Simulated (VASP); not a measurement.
Runs of VASP 6.6.1 on Mg3Zn2O. The structure is that of space group P6/mmm (No. 191), or close to it. The cells are those of the table. The cell was built from a structure type or drawn by symmetry, and may not be a known phase.

| task | spin | cell | k mesh | cutoff (eV) | gap on the mesh (eV) | pressure (GPa) | moment (μB) |
| --- | --- | --- | --- | --- | --- | --- | --- |
| single point | off | a = 5.553, b = 5.553, c = 3.178 Å, angles 90.0, 90.0, 120.0°, 6 atoms | 6 × 6 × 6 | 520 | none | 41.4 | - |
| single point | off | a = 5.726, b = 5.726, c = 4.351 Å, angles 90.0, 90.0, 120.0°, 6 atoms | 6 × 6 × 6 | 520 | none | -0.1 | - |
| relaxation of cell and atoms | off | relaxed from a = 5.553, b = 5.553, c = 3.178 Å, angles 90.0, 90.0, 120.0°, 6 atoms | 6 × 6 × 6 | 600 | none | -0.2 | - |
| single point | collinear, ferromagnetic start | a = 5.726, b = 5.726, c = 4.351 Å, angles 90.0, 90.0, 120.0°, 6 atoms | 6 × 6 × 4 | 520 | none | -0.2 | (a) |
| single point | collinear, ferromagnetic start | a = 5.553, b = 5.553, c = 3.178 Å, angles 90.0, 90.0, 120.0°, 6 atoms | 6 × 6 × 6 | 520 | none | 41.4 | 0.00 |

Alike in all rows: level PBE; potentials or basis VASP PAW PBE potentials, release 64 (Mg, Zn, O); smearing gaussian 0.1 eV.

Task: Estimate the missing entries.

Result: (a) 0.01.

Caveats: some runs use coarse meshes; the cell stands under pressure (at least some runs).

A gap of «none» marks levels without a gap at the run's occupations.
